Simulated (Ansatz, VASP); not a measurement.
## One calculation of LiH, two programs

```
Li H
1.0
     0.00000    2.10679    1.99847
     2.10679    0.00000    1.99847
     2.10679    2.10679    0.00000
Li H
1 1
Direct
  0.00000 0.00000 0.00000
  0.50000 0.50000 0.50000
```

Change from the starting cell: biaxial_xy strain +5.4%.

Alike in both runs: task single point; functional HSE06; k mesh 8 × 8 × 8; no spin polarisation.

|  | VASP | Ansatz |
| --- | --- | --- |
| version | VASP 6.6.1 | Ansatz 0.2.0 |
| potentials or method | VASP PAW PBE potentials, release 64 (Li_sv, H) | plane waves, PAW |
| plane-wave cutoff (eV) | 520 | 420 |
| occupations | gaussian, width 0.01 eV | fixed |
| valence electrons in the cell | 4 | 4 |

```csv
,VASP,Ansatz,Ansatz less VASP
gap on the k mesh at the Fermi level (eV),3.52,3.52,+0.003
```

Ansatz's warnings: stress exchange threshold loose, stress scf threshold loose.

Noted on VASP's run: the cutoff is short for stress, so the pressure is rough.
